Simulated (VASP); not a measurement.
Write the native input for VASP 6.6.1 that does the following.

```
Task                   : single point
Functional             : PBE
Potentials or basis    : VASP PAW PBE potentials, release 64 (Zn, Cd, O)
Cutoff                 : 520 eV
k mesh                 : 6 × 6 × 2
Occupations            : gaussian, width 0.1 eV
Spin                   : collinear spin, ferromagnetic start
Starting moments       : [0.0, 0.0, 0.0, 0.0, 1.0, 1.0, 1.0, 1.0] μB
Dipole correction      : no
Further INCAR settings : ALGO = Normal; EDIFF = 1e-06; NBANDS = 50
```

The structure of ZnCd3O4 lies in POSCAR:

```
ZnCd3O4
1.0
    3.3252980000      0.0000000000      0.0000000000
    0.0000000000      3.3252980000      0.0000000000
    0.0000000000      0.0000000000      9.2687760000
Zn Cd O
1 3 4
Direct
    0.0000000000      0.0000000000      0.0000000000
    0.5000000000      0.5000000000      0.2415340000
    0.0000000000      0.0000000000      0.5000000000
    0.5000000000      0.5000000000      0.7584660000
    0.0000000000      0.0000000000      0.2318760000
    0.5000000000      0.5000000000      0.5000000000
    0.0000000000      0.0000000000      0.7681240000
    0.5000000000      0.5000000000      0.0000000000
```

These files were run (other wordings do the same):

INCAR

```
SYSTEM = ZnCd3O4
ALGO = Normal
EDIFF = 1E-6
ENCUT = 520
GGA = PE
ISIF = 2
ISMEAR = 0
ISPIN = 2
LASPH = .True.
LCHARG = .True.
LELF = .True.
LORBIT = 11
LREAL = .False.
LVHAR = .True.
LWAVE = .False.
MAGMOM = 0 0 0 0 1 1 1 1
NBANDS = 50
NELM = 150
PREC = Accurate
SIGMA = 0.1
```

KPOINTS

```
k-points
0
Gamma
  6 6 2
  0 0 0
```

Potentials or basis: VASP PAW PBE potentials, release 64 (Zn, Cd, O).

Run with:

```console
$ cat potpaw_PBE.64/Zn/POTCAR potpaw_PBE.64/Cd/POTCAR potpaw_PBE.64/O/POTCAR > POTCAR
$ mpirun -np 1 vasp_std > vasp.out
```

It gave:

```json
{
 "Pressure": "1.3 GPa",
 "Largest force": "0.053 eV/Å",
 "Band gap on the k mesh": "zero (filled and empty bands overlap)",
 "Net moment": "0.00 μB per cell",
 "Valence electrons inside the program's atomic spheres": "Zn 10.54; Cd 10.25, 10.21 (each value once); O 4.93, 4.92 (each value once)"
}
```

Caveat: semilocal functionals underestimate gaps, so a narrow gap can read as zero.

Run time: 3.4 min on 1 thread of Intel(R) Xeon(R) Platinum 8375C CPU @ 2.90GHz (Ice Lake), with other jobs on the host, peak memory 0.36 GiB.
